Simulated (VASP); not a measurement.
# LiBi2I2O2 (P4mm) in VASP: single point with PBE

Aim: the single point of LiBi2I2O2 with PBE.

Everything below comes from runs of VASP 6.6.1. Logs are shortened: lines on timing, memory, paths and dates and some standing lists are left out, and cuts for length are marked.

### Step 1. The cell of the first run

The structure is tetragonal, space group P4mm (No. 99). The conventional cell has a = 4.014 Å, b = 4.014 Å, c = 9.898 Å, α = 90.00°, β = 90.00°, γ = 90.00°. Within 3.3 Å of Li (site symmetry 4mm) lie 5 I at 2.46 to 2.99 Å and 1 Bi at 3.30 Å. Within 3.0 Å of Bi (site symmetry 4mm) lie 4 O at 2.27 Å. Bi (site symmetry 4mm) has 4 O at 2.30 Å within 3.0 Å. Within 3.9 Å of I (site symmetry 4mm) lie 4 Li at 2.99 Å and 4 Bi at 3.69 Å. I (site symmetry 4mm) has 1 Li at 2.46 Å within 3.3 Å. O (site symmetry 2mm) has 4 Bi at 2.27 to 2.30 Å and 4 O at 2.84 Å within 3.0 Å.

### Step 2. Single point, PBE (strained and its atoms moved)

INCAR

```
PREC     = Accurate       # precision mode
ENCUT    = 520            # plane-wave cutoff, eV
EDIFF    = 1E-6           # SCF threshold, eV
ISMEAR   = 0              # smearing method
SIGMA    = 0.1            # smearing width, eV
LREAL    = F              # projectors in reciprocal space
LASPH    = T              # aspherical terms in the spheres
NELM     = 60             # most SCF steps
ALGO     = Normal         # electronic algorithm
ISIF     = 2              # what is computed and relaxed
LWAVE    = F              # write WAVECAR
LCHARG   = T              # write CHGCAR
GGA      = PE             # functional
LELF     = T              # ELF
LVHAR    = T            
NBANDS   = 38             # bands
```

KPOINTS

```
Automatic mesh
0
Gamma
  8 8 4
```

POSCAR

```
LiBi2I2O2
1.0
    4.0139495805      0.0000000000      0.0000000000
    0.0000000000      4.0139495805      0.0000000000
    0.0000000000      0.0000000000      9.8975553680
Li Bi I O
1 2 2 2
Direct
    0.5000000000      0.5000000000      0.5682102923
    0.5000000000      0.5000000000      0.9011638018
    0.0000000000      0.0000000000      0.1234646598
    0.0000000000      0.0000000000      0.6630855138
    0.5000000000      0.5000000000      0.3192470902
    0.5000000000      0.0000000000      0.0092893210
    0.0000000000      0.5000000000      0.0092893210
```

Potentials or basis: VASP PAW PBE potentials, release 64 (Li_sv, Bi_d, I, O).

Launch:

```sh
$ cat potpaw_PBE.64/Li_sv/POTCAR potpaw_PBE.64/Bi_d/POTCAR potpaw_PBE.64/I/POTCAR potpaw_PBE.64/O/POTCAR > POTCAR
$ mpirun -np 1 vasp_std > vasp.out
```

OUTCAR:

```text
PREC = Accurate
   ENCUT = 520
   EDIFF = 1E-6
   ISMEAR = 0
   LREAL = F
   LASPH = T
   NELM = 60
   ISIF = 2
   GGA = PE

 ion  position               nearest neighbor table
   1  0.500  0.500  0.568-   5 2.46   4 2.99   4 2.99   4 2.99   4 2.99
   2  0.500  0.500  0.901-   6 2.27   7 2.27   6 2.27   7 2.27   3 3.59   3 3.59   3 3.59   3 3.59
                             4 3.69   4 3.69   4 3.69   4 3.69
   3  0.000  0.000  0.123-   6 2.30   7 2.30   7 2.30   6 2.30   5 3.44   5 3.44   5 3.44   5 3.44
                             2 3.59   2 3.59   2 3.59   2 3.59
   4  0.000  0.000  0.663-   1 2.99   1 2.99   1 2.99   1 2.99   2 3.69   2 3.69   2 3.69   2 3.69

   5  0.500  0.500  0.319-   1 2.46   3 3.44   3 3.44   3 3.44   3 3.44
   6  0.500  0.000  0.009-   2 2.27   2 2.27   3 2.30   3 2.30
   7  0.000  0.500  0.009-   2 2.27   2 2.27   3 2.30   3 2.30

  LATTYP: Found a simple tetragonal cell.
 ALAT       =     4.0139495805
 C/A-ratio  =     2.4657896592

  Lattice vectors:

 A1 = (   4.0139495805,   0.0000000000,   0.0000000000)
 A2 = (   0.0000000000,   4.0139495805,   0.0000000000)
 A3 = (   0.0000000000,   0.0000000000,   9.8975553680)

Analysis of symmetry for initial positions (statically):
=====================================================================
 Subroutine PRICEL returns:
 Original cell was already a primitive cell.

 Routine SETGRP: Setting up the symmetry group for a
 simple tetragonal supercell.

 Subroutine GETGRP returns: Found  8 space group operations
 (whereof  8 operations were pure point group operations)
 out of a pool of 16 trial point group operations.

The static configuration has the point symmetry C_4v.

Analysis of symmetry for dynamics (positions and initial velocities):
=====================================================================
 Subroutine PRICEL returns:
 Original cell was already a primitive cell.

 Routine SETGRP: Setting up the symmetry group for a
 simple tetragonal supercell.

 Subroutine GETGRP returns: Found  8 space group operations
 (whereof  8 operations were pure point group operations)
 out of a pool of 16 trial point group operations.

The dynamic configuration has the point symmetry C_4v.

 Subroutine INISYM returns: Found  8 space group operations
 (whereof  8 operations are pure point group operations),
 and found     1 'primitive' translations

----------------------------------------------------------------------------------------

                                     Primitive cell

  volume of cell :     159.4673

  direct lattice vectors                    reciprocal lattice vectors
     4.013949581  0.000000000  0.000000000     0.249131181  0.000000000  0.000000000
     0.000000000  4.013949581  0.000000000     0.000000000  0.249131181  0.000000000
     0.000000000  0.000000000  9.897555368     0.000000000  0.000000000  0.101035050

  length of vectors
     4.013949581  4.013949581  9.897555368     0.249131181  0.249131181  0.101035050

  position of ions in fractional coordinates (direct lattice)
     0.500000000  0.500000000  0.568210292
     0.500000000  0.500000000  0.901163802
     0.000000000  0.000000000  0.123464660
     0.000000000  0.000000000  0.663085514
     0.500000000  0.500000000  0.319247090
     0.500000000  0.000000000  0.009289321
     0.000000000  0.500000000  0.009289321

  ion indices of the primitive-cell ions
   primitive index   ion index
                 1           1
                 2           2
                 3           3
                 4           4
                 5           5
                 6           6
                 7           7

----------------------------------------------------------------------------------------

 KPOINTS: Automatic mesh

Automatic generation of k-mesh.
 Grid dimensions read from file:
 generate k-points for:    8    8    4

 Generating k-lattice:

  Cartesian coordinates                     Fractional coordinates (reciprocal lattice)
     0.031141398  0.000000000  0.000000000     0.125000000  0.000000000  0.000000000
     0.000000000  0.031141398  0.000000000     0.000000000  0.125000000  0.000000000
     0.000000000  0.000000000  0.025258762     0.000000000  0.000000000  0.250000000

  Length of vectors
     0.031141398  0.031141398  0.025258762

  Shift w.r.t. Gamma in fractional coordinates (k-lattice)
     0.000000000  0.000000000  0.000000000

 Subroutine IBZKPT returns following result:
 ===========================================

 Found     45 irreducible k-points:

 Following reciprocal coordinates:
            Coordinates               Weight
  0.000000  0.000000  0.000000      1.000000
  0.125000  0.000000  0.000000      4.000000
  0.250000  0.000000  0.000000      4.000000
  0.375000  0.000000  0.000000      4.000000
  0.500000  0.000000  0.000000      2.000000
  0.125000  0.125000  0.000000      4.000000
[... 16 lines left out ...]
  0.375000  0.125000  0.250000     16.000000
  0.500000  0.125000  0.250000      8.000000
 [... further k-points ...]
   k-points           NKPTS =     45   k-points in BZ     NKDIM =     45   number of bands    NBANDS=     38
   number of dos      NEDOS =    301   number of ions     NIONS =      7
   total plane-waves  NPLWV =  72000
   dimension x,y,z NGX =    30 NGY =   30 NGZ =   80
   dimension x,y,z NGXF=    60 NGYF=   60 NGZF=  160
   ions per type =               1   2   2   2
   NGX,Y,Z   is equivalent  to a cutoff of  12.43, 12.43, 13.44 a.u.
   NGXF,Y,Z  is equivalent  to a cutoff of  24.85, 24.85, 26.87 a.u.
 SYSTEM =  unknown system
   PREC   = accura    normal or accurate (medium, high low for compatibility)
   ISTART =      0    job   : 0-new  1-cont  2-samecut
   ICHARG =      2    charge: 1-file 2-atom 10-const
   ISPIN  =      1    spin polarized calculation?
   LNONCOLLINEAR =      F non collinear calculations
   LSORBIT =      F    spin-orbit coupling
   LASPH  =      T    aspherical Exc in radial PAW
   ENCUT  =  520.0 eV  38.22 Ry    6.18 a.u.   7.46  7.46 18.40*2*pi/ulx,y,z
   NELM   =     60;   NELMIN=  2; NELMDL= -5     # of ELM steps
   EDIFF  = 0.1E-05   stopping-criterion for ELM
   LREAL  =      F    real-space projection
   EDIFFG = 0.1E-04   stopping-criterion for IOM
   NSW    =      0    number of steps for IOM
   IBRION =     -1    ionic relax: 0-MD 1-quasi-New 2-CG
   NFREE  =      0    steps in history (QN), initial steepest desc. (CG)
   ISIF   =      2    stress and relaxation
   ISYM   =      2    0-nonsym 1-usesym 2-fastsym
   POTIM  = 0.5000    time-step for ionic-motion
   TEBEG  =    0.0;   TEEND  =   0.0 temperature during run
   PSTRESS=    0.0 pullay stress
   NELECT =      59.0000    total number of electrons
   NUPDOWN=      -1.0000    fix difference up-down
   EMIN   =  10.00;   EMAX   =-10.00  energy-range for DOS
   EFERMI =   0.00;   METHOD = LEGACY
   ISMEAR =     0;   SIGMA  =   0.10  broadening in eV -4-tet -1-fermi 0-gaus
   EFERMI_NEDOS =   21; number of points for ismear=-14 and -15
   IALGO  =     38    algorithm
   IMIX   =      4    mixing-type and parameters
     AMIX     =   0.40;   BMIX     =  1.00
     AMIX_MAG =   1.60;   BMIX_MAG =  1.00
  volume/ion in A,a.u.               =      22.78       153.73
  Fermi-wavevector in a.u.,A,eV,Ry     =   1.175263  2.220924 18.792940  1.381242
  Thomas-Fermi vector in A             =   2.311646
   LORBIT       =      0    0 simple, 1 ext, 2 COOP (PROOUT), +10 PAW based schemes
   GGA     = PE    functional components
   LHFCALC =     F    Hartree Fock is set to
   AEXX    =    0.0000 exact exchange contribution
   IVDW    =     0    specifies the selected vdW correction
   LEPSILON=     F    determine dielectric tensor
   LRPA    =     F    only Hartree local field effects (RPA)
 non-spin polarized calculation
 Gauss-broadening in eV      SIGMA  =   0.10
  energy-cutoff  :      520.00
  volume of cell :      159.47
 maximum number of plane-waves:      4340
 NGX is ok and might be reduce to    30
   NGX = 15   NGY = 15   NGZ = 37

 number of electron      59.0000006 magnetization

 Free energy of the ion-electron system (eV)
  ---------------------------------------------------
  ext. energy  EPLUGINS =         0.00000000
  ---------------------------------------------------
  free energy    TOTEN  =       -28.53618725 eV

  energy without entropy =      -28.51652306  energy(sigma->0) =      -28.52635515

 E-fermi :   7.3551     XC(G=0):  -9.5028

 val. band max:        7.3518094332   @ k =   0.3750   0.2500   0.2500
 cond. band min:       7.4116919751   @ k =   0.3750   0.2500   0.0000
 fundamental gap:      0.0598825419
 Fermi energy:         7.3551241770

 k-point     1 :       0.0000    0.0000    0.0000
  band No.  band energies     occupation
      1     -40.4684      2.00000
      2     -17.6023      2.00000
      3     -17.2975      2.00000
      4     -17.2975      2.00000
      5     -17.2817      2.00000
      6     -17.2575      2.00000
[... 30 lines left out ...]
     37      10.7219      0.00000
     38      11.4157      0.00000

 k-point     2 :       0.1250    0.0000    0.0000
  band No.  band energies     occupation
      1     -40.4684      2.00000
      2     -17.5925      2.00000
      3     -17.3016      2.00000
      4     -17.2978      2.00000
      5     -17.2776      2.00000
      6     -17.2581      2.00000
[... 30 lines left out ...]
     37      11.0901      0.00000
     38      11.8822      0.00000

 k-point     3 :       0.2500    0.0000    0.0000
  band No.  band energies     occupation
      1     -40.4683      2.00000
      2     -17.5659      2.00000
      3     -17.3350      2.00000
      4     -17.2983      2.00000
      5     -17.2682      2.00000
      6     -17.2649      2.00000
[... 30 lines left out ...]
     37      11.9427      0.00000
[... 781 lines left out ...]
 k-point    23 :       0.3750    0.1250    0.2500
  band No.  band energies     occupation
      1     -40.4682      2.00000
      2     -17.5244      2.00000
      3     -17.4122      2.00000
      4     -17.2932      2.00000
      5     -17.2759      2.00000
      6     -17.2535      2.00000
[... 30 lines left out ...]
     37      11.5457      0.00000
     38      12.0209      0.00000

 k-point    24 :       0.5000    0.1250    0.2500
  band No.  band energies     occupation
      1     -40.4681      2.00000
      2     -17.4863      2.00000
      3     -17.4634      2.00000
      4     -17.2924      2.00000
      5     -17.2789      2.00000
      6     -17.2515      2.00000
[... 30 lines left out ...]
     37      11.4408      0.00000
     38      12.0556      0.00000

 [... further k-points ...]

------------------------ aborting loop because EDIFF is reached ----------------------------------------

  FORCE on cell =-STRESS in cart. coord.  units (eV):
  Direction    XX          YY          ZZ          XY          YZ          ZX
  --------------------------------------------------------------------------------------
  -------------------------------------------------------------------------------------
  Total        7.8575500      7.8575500      6.9244364      0.0000000     -0.0000000      0.0000000
  in kB       78.9452433     78.9452433     69.5701991      0.0000000     -0.0000000      0.0000000
  external PRESSURE =      75.8202286 kB  Pullay stress =       0.0000000 kB

 VOLUME and BASIS-vectors are now :
 -----------------------------------------------------------------------------
  energy-cutoff  :      520.00
  volume of cell :      159.47
      direct lattice vectors                 reciprocal lattice vectors
     4.013949581  0.000000000  0.000000000     0.249131181  0.000000000  0.000000000
     0.000000000  4.013949581  0.000000000     0.000000000  0.249131181  0.000000000
     0.000000000  0.000000000  9.897555368     0.000000000  0.000000000  0.101035050

 POSITION                                       TOTAL-FORCE (eV/Angst)
 -----------------------------------------------------------------------------------
      2.00697      2.00697      5.62389         0.000000     -0.000000      0.647455
      2.00697      2.00697      8.91932         0.000000      0.000000     -1.357646
      0.00000      0.00000      1.22200        -0.000000     -0.000000      1.479458
      0.00000      0.00000      6.56293         0.000000     -0.000000     -0.094910
      2.00697      2.00697      3.15977         0.000000     -0.000000     -0.425815
      2.00697      0.00000      0.09194         0.000000     -0.000000     -0.124271
      0.00000      2.00697      0.09194        -0.000000     -0.000000     -0.124271
 -----------------------------------------------------------------------------------
    total drift:                                0.000000     -0.000000      0.000696

  FREE ENERGIE OF THE ION-ELECTRON SYSTEM (eV)
  ---------------------------------------------------
  free  energy   TOTEN  =       -28.5361872513 eV

  energy  without entropy=      -28.5165230554  energy(sigma->0) =      -28.52635515
```

It took 3.5 min on 1 thread of Intel Xeon Platinum 8488C (Sapphire Rapids), shared host; peak memory 0.4 GiB.

What came out:

```yaml
Free_energy: -28.5362 eV
Largest_force: 1.479 eV/Å
```

Forces in eV/Å, atoms in the order of the input:
```
Li   0.000  0.000  0.647
Bi   0.000  0.000 -1.358
Bi   0.000  0.000  1.479
I    0.000  0.000 -0.095
I    0.000  0.000 -0.426
O    0.000  0.000 -0.124
O    0.000  0.000 -0.124
```

Caveat: the cell differs from its parent crystal (strained and its atoms moved); the cutoff is under 1.25 times the usual one of these potentials, so pressure, stress and relaxed cells hold a basis-set (Pulay) error; spin-orbit coupling is left out, which moves the levels of the heavy elements; an odd number of electrons without spin polarisation forces a metal; a magnetic or distorted state may lie lower.
